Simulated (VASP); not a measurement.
TiC:

```
CELL_PARAMETERS angstrom
0.00000 2.16572 2.16572
2.16572 0.00000 2.16572
2.16572 2.16572 0.00000
ATOMIC_POSITIONS crystal
Ti 0.00000 0.00000 0.00000
C 0.50000 0.50000 0.50000
```

```yaml
Program: VASP 6.6.1
Task: relaxation of cell and atoms
Functional: BLYP
Dispersion: D3(BJ)
Potentials_or_basis: VASP PAW PBE potentials, release 64 (Ti_sv, C)
Cutoff: 600 eV
k_mesh: 11 × 11 × 11
Occupations: fermi-dirac, width 0.05 eV
Spin: no spin polarisation
```

At the start: pressure -7.8 GPa; volume 10.16 Å³/atom.

Problem. Where does the relaxation end?

Solution. Over 3 steps the energy falls by 7.9 meV/atom and the volume is 9.84 Å³/atom (-3.1 %); space group Fm-3m (No. 225, to 0.05 Å).

The path:
```tsv
step	energy change (eV)	largest force (eV/Å)	pressure (GPa)	volume (Å³)
1	0.0000	0.0000	-7.80	20.32
2	0.0115	0.0000	11.53	18.90
3	-0.0159	0.0000	0.03	19.69
```

Final structure:
```yaml
crystal:
  lattice:
    - [0.00000, 2.14315, 2.14315]
    - [2.14315, 0.00000, 2.14315]
    - [2.14315, 2.14315, 0.00000]
  atoms:
    - { symbol: Ti, position: [0.00000, 0.00000, 0.00000] }
    - { symbol: C, position: [0.50000, 0.50000, 0.50000] }
```

Caveat: the PAW data sets were made with another functional, which shifts forces and pressure a little; pairwise dispersion overbinds metals, which lowers pressure and volume.
